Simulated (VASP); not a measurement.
Input of a VASP 6.6.1 run:

File INCAR:

```
PREC = Accurate
ENCUT = 520
EDIFF = 1E-6
ISMEAR = -1
SIGMA = 0.05
LREAL = F
LASPH = T
NELM = 100
ALGO = Normal
ISIF = 2
LWAVE = F
LCHARG = T
GGA = CA
LELF = T
LVHAR = T
NBANDS = 12
```

File KPOINTS:

```
Automatic mesh
0
Gamma
  14 14 14
```

POSCAR

```
Ta
1.0
    2.5903667855      0.0000000000      0.0000000000
    0.0000000000      2.5903667855      0.0000000000
    0.0000000000      0.0000000000      2.5903667855
Ta
1
Direct
    0.0000000000      0.0000000000      0.0000000000
```

Potentials or basis: VASP PAW LDA potentials, release 64 (Ta_pv).

Command:

```bash
$ cat potpaw_LDA.64/Ta_pv/POTCAR > POTCAR
$ mpirun -np 1 vasp_std > vasp.out
```

(1) Estimate the pressure.

Results:

(1) 21.9 GPa.
